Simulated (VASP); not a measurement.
TaSi (NiAs type): single point with PBE

The system is TaSi (NiAs type).

```
Ta Si
1.0
     2.30881    0.00000    0.00000
    -1.15441    1.99949    0.00000
     0.00000    0.00000    7.18398
Ta Si
2 2
Cartesian
  0.0000 0.0000 0.0000
  0.0000 0.0000 3.5920
  0.0000 1.3330 1.7960
  1.1544 0.6665 5.3880
```

```yaml
Program: VASP 6.6.1
Task: single point
Functional: PBE
Potentials_or_basis: VASP PAW PBE potentials, release 64 (Ta_pv, Si)
Cutoff: 520 eV
k_mesh: 12 × 12 × 7
Occupations: fermi-dirac, width 0.1 eV
Spin: no spin polarisation
```

```yaml
Pressure: 436.7 GPa
Band_gap_on_the_k_mesh: zero (band 15 reaches 18.70 eV, above the bottom of band 16 at 14.58 eV)
```

Stress tensor (GPa, compression positive):
```
437.16   0.00   0.00
  0.00 437.16   0.00
  0.00   0.00 435.80
```

Levels at points of the mesh, in eV from the Fermi level:
```csv
k point,band 11,band 12,band 13,band 14,band 15,band 16,band 17,band 18,band 19,band 20
"(0.00, 0.00, 0.00)",-5.02,-1.80,-0.39,-0.39,-0.32,-0.32,5.17,5.17,6.63,6.63
"(0.50, 0.00, 0.00)",-7.65,-7.56,-5.51,-1.07,0.77,1.82,2.38,3.78,5.27,6.46
```

Wall time 30 s on 1 thread of Intel(R) Xeon(R) 6975P-C (Granite Rapids), on a shared host, peak memory 0.18 GiB.

Caveat: spin-orbit coupling is left out, which moves the levels of the heavy elements.
